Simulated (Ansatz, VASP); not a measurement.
## N in VASP and in Ansatz

File INCAR:

```
PREC = Accurate
ENCUT = 600
EDIFF = 1E-6
ISMEAR = 0
SIGMA = 0.1
LREAL = False
LASPH = True
NELM = 200
ALGO = Normal
ISIF = 2
LWAVE = False
LCHARG = True
ISPIN = 2
MAGMOM = 1
LORBIT = 11
GGA = PS
LELF = True
LVHAR = True
NBANDS = 12
GGA_COMPAT = False
```

Contents of KPOINTS:

```
Automatic mesh
0
Gamma
  10 10 10
```

File POSCAR:

```
N
1.0
    1.8769867339      0.0000000000      0.0000000000
    0.0000000000      1.8769867339      0.0000000000
    0.0000000000      0.0000000000      1.8770039392
N
1
Direct
    0.0000000000      0.0000000000      0.0000000000
```

Input for Ansatz:

```yaml
crystal:
  lattice:
    - [1.8769867339, 0.0, 0.0]
    - [0.0, 1.8769867339, 0.0]
    - [0.0, 0.0, 1.8770039392]
  atoms:
    - { symbol: "N", position: [0.0, 0.0, 0.0], spin: 1.0 }
basis:
  ecutwfc: 420
kpoints:
  mp_grid: { grid: [10, 10, 10] }
hamiltonian:
  xc: pbesol
scf:
  occupations: { method: gaussian, width: 0.1 }
  lower_state_search: "off"
output:
  forces: true
  stress: true
  eigenvalues: true
  populations: true
magnetization:
  spin_polarized: true
```

Alike in both runs: task single point; functional PBEsol; k mesh 10 × 10 × 10; occupations gaussian, width 0.1 eV; collinear spin.

|  | VASP | Ansatz |
| --- | --- | --- |
| version | VASP 6.6.1 | Ansatz 0.2.0 |
| potentials or method | VASP PAW PBE potentials, release 64 (N), cutoff 600 eV | scalar-relativistic, plane waves, PAW |
| valence electrons in the cell | 5 | 5 |

Ansatz gave:

```
gap on the k mesh at the Fermi level (eV) : none
pressure (GPa)                            : -16.5
net moment per atom (μB)                  : 0.00
```

Which values does VASP return?

gap on the k mesh at the Fermi level (eV): none; pressure (GPa): -17.2; net moment per atom (μB): 0.00.

VASP's potentials were made for PBE, not for PBEsol. A gap of «none» marks a metal or a gap that the smearing closes. The functional is the same, so the differences come from potentials, cutoffs and numerics. Ansatz's warnings: near symmetry operations not taken, seeded moment not kept.
